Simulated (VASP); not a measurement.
Here is a VASP 6.6.1 calculation.

File INCAR:

```
AGGAC = 1.0
AGGAX = 1.0
ALDAC = 0.0
ALDAX = 1.0
ALGO = Normal
EDIFF = 1E-7
ENCUT = 520
GGA = B5
ISIF = 2
ISMEAR = 0
IVDW = 12
LASPH = T
LCHARG = F
LREAL = F
LWAVE = F
NBANDS = 17
NELM = 60
PREC = Accurate
SIGMA = 0.05
VDW_A1 = 0.4298
VDW_A2 = 4.2359
VDW_S6 = 1.0
VDW_S8 = 2.6996
```

File KPOINTS:

```
k-points
0
Gamma
  6 6 6
```

POSCAR

```
PbSe
1.0
    0.0000000000      3.0577706469      3.0577706469
    3.0577706469      0.0000000000      3.0577706469
    3.0577706469      3.0577706469      0.0000000000
Pb Se
1 1
Direct
    0.5000000000      0.5000000000      0.5000000000
    0.0000000000      0.0000000000      0.0000000000
```

Potentials or basis: VASP PAW PBE potentials, release 64 (Pb_d, Se).

Launch:

```bash
$ cat potpaw_PBE.64/Pb_d/POTCAR potpaw_PBE.64/Se/POTCAR > POTCAR
$ mpirun -np 1 vasp_std > vasp.out
```

Problem. What does it give for the pressure?

Solution. 1.2 GPa.

Problem. Estimate the dispersion energy per atom.

Solution. -0.868 eV.

Caveat: the PAW data sets were made with another functional, which shifts forces and pressure a little.
